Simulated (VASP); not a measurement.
Set up this calculation in VASP 6.6.1, as the native input.

- Task: single point
- Functional: LDA
- Potentials or basis: VASP PAW LDA potentials, release 64 (Rh_sv_GW)
- Cutoff: 530 eV
- k mesh: 12 × 12 × 12
- Occupations: fermi-dirac, width 0.05 eV
- Spin: no spin polarisation
- Dipole correction: no
- Second run: valence_matched
- Further INCAR settings: ALGO = Normal; EDIFF = 1e-06; NBANDS = 14

The structure of Rh lies in POSCAR:

```
Rh
1.0
    0.0000000000      1.8722002341      1.8722002341
    1.8722002341      0.0000000000      1.8722002341
    1.8722002341      1.8722002341      0.0000000000
Rh
1
Direct
    0.0000000000      0.0000000000      0.0000000000
```

These files were run (other wordings do the same):

INCAR

```
SYSTEM = Rh
  PREC = Accurate
  ENCUT = 530
  EDIFF = 1E-6
  ISMEAR = -1
  SIGMA = 0.05
  LREAL = .False.
  LASPH = .True.
  NELM = 120
  ALGO = Normal
  ISIF = 2
  LWAVE = .False.
  LCHARG = .False.
  GGA = CA
  NBANDS = 14
  GGA_COMPAT = .False.
```

KPOINTS

```
regular mesh
0
Gamma
  12 12 12
  0 0 0
```

Potentials or basis: VASP PAW LDA potentials, release 64 (Rh_sv_GW).

Run with:

```sh
$ cat potpaw_LDA.64/Rh_sv_GW/POTCAR > POTCAR
$ mpirun -np 1 vasp_std > vasp.out
```

It gave:

- Pressure: 0.2 GPa

Run time: 10 s on 1 thread of AMD EPYC 7R43 64-Core Processor (Zen 3), on a shared host, peak memory 0.1 GiB.
